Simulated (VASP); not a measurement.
Set up this calculation in VASP 6.6.1, as the native input.

```yaml
Task: relaxation of volume and atoms at fixed shape
Functional: LDA
Potentials_or_basis: VASP PAW LDA potentials, release 64 (Bi_d)
Cutoff: 600 eV
k_mesh: 6 × 6 × 6
Occupations: methfessel-paxton, width 0.1 eV
Spin: no spin polarisation
Dipole_correction: no
Further_INCAR_settings: ALGO = Normal; EDIFF = 1e-06; IBRION = 2; EDIFFG = -0.02; NSW = 60; ISIF = 8
```

The structure of Bi lies in POSCAR:

```
Bi
1.0
    2.2675000000      1.3091417400      3.9380000000
   -2.2675000000      1.3091417400      3.9380000000
    0.0000000000     -2.6182834700      3.9380000000
Bi
2
Direct
    0.2340000000      0.2340000000      0.2340000000
    0.7660000000      0.7660000000      0.7660000000
```

The input as run:

INCAR

```
SYSTEM = Bi
  PREC = Accurate
  ENCUT = 600
  EDIFF = 1E-6
  ISMEAR = 1
  SIGMA = 0.1
  LREAL = .False.
  LASPH = .True.
  NELM = 80
  ALGO = Normal
  ISIF = 8
  LWAVE = .False.
  LCHARG = .False.
  IBRION = 2
  NSW = 60
  EDIFFG = -0.02
```

KPOINTS

```
regular mesh
0
Gamma
  6 6 6
  0 0 0
```

Potentials or basis: VASP PAW LDA potentials, release 64 (Bi_d).

Run with:

```console
$ cat potpaw_LDA.64/Bi_d/POTCAR > POTCAR
$ mpirun -np 1 vasp_std > vasp.out
```

Results of the run:

* Relaxed volume: 33.85 Å³/atom
* Relaxed cell: a = 4.674 Å, b = 4.674 Å, c = 4.674 Å, α = 57.30°, β = 57.30°, γ = 57.30°
* Space group after relaxing (to 0.1 Å): R-3m (No. 166)
* Energy gained by relaxing: 5.2 meV/atom
* Ionic steps: 10
* Pressure after relaxing: 0.1 GPa
* Largest force after relaxing: 0.015 eV/Å
* Band gap on the k mesh: zero (bands 15 and 16 overlap by 0.17 eV)

Caveat: spin-orbit coupling is left out, which moves the levels of the heavy elements.

Run time: 2.2 min on 1 thread of Intel(R) Xeon(R) Platinum 8559C (Emerald Rapids), with other jobs on the host, peak memory 0.22 GiB.
